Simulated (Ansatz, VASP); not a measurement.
## One calculation of ZnSe, two programs

```xyz
2
Lattice="0.0000 2.8324 2.8324 2.8324 0.0000 2.8324 2.8324 2.8324 0.0000" Properties=species:S:1:pos:R:3 pbc="T T T"
Zn    0.0000    0.0000    0.0000
Se    4.2487    4.2487    4.2487
```

Alike in both runs: task relaxation of cell and atoms; functional PBE; k mesh 4 × 4 × 4; occupations gaussian, width 0.1 eV; no spin polarisation.

|  | VASP | Ansatz |
| --- | --- | --- |
| version | VASP 6.6.1 | Ansatz 0.2.0 |
| potentials or method | VASP PAW PBE potentials, release 64 (Zn, Se), cutoff 500 eV | scalar-relativistic, plane waves, PAW |
| valence electrons in the cell | 18 | 28 |

Ansatz gave:

| Quantity | Value |
| --- | --- |
| gap on the k mesh at the Fermi level, each at its own relaxed structure (eV) | 1.12 |
| relaxed volume (Å³/atom) | 23.66 |
| relaxed cell length with the largest relative difference (Å) | 4.060 |

Task: Which values does VASP return?

Result: gap on the k mesh at the Fermi level, each at its own relaxed structure (eV): 1.11; relaxed volume (Å³/atom): 23.75; relaxed cell length with the largest relative difference (Å): 4.065.

VASP's potentials hold 18 valence electrons a cell and Ansatz's 28, so a difference there can come from the potentials and not from the codes.

The k mesh is coarse, so the values compare programs but aren't converged.
